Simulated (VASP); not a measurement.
Ni, 1 atom in the cell. The structure is cubic, space group Pm-3m (No. 221). The conventional cell has a = 2.416 Å, b = 2.416 Å, c = 2.416 Å, α = 90.00°, β = 90.00°, γ = 90.00°. Within 3.2 Å of Ni (site symmetry m-3m) lie 6 Ni at 2.42 Å.  This cell differs from its parent crystal: volume scaled by 1.08.

* Program: VASP 6.6.1
* Task: single point
* Functional: RPBE
* Potentials or basis: VASP PAW PBE potentials, release 64 (Ni)
* Cutoff: 520 eV
* k mesh: 15 × 15 × 15
* Occupations: fermi-dirac, width 0.05 eV
* Spin: collinear spin, ferromagnetic start
* Starting moments: [0.661] μB
* Dipole correction: no
* Further INCAR settings: ALGO = Normal; EDIFF = 1e-07; NBANDS = 15

Potentials or basis: VASP PAW PBE potentials, release 64 (Ni).

Run with:

```bash
$ cat potpaw_PBE.64/Ni/POTCAR > POTCAR
$ mpirun -np 1 vasp_std > vasp.out
```

Hardware: 1 thread of Intel Xeon 8259CL, on a shared host.

How long does it take, and how much memory?

It took 71 s on 1 thread of Intel Xeon 8259CL, on a shared host, peak memory 0.15 GiB. Counts: scf iterations 15, k points 120.
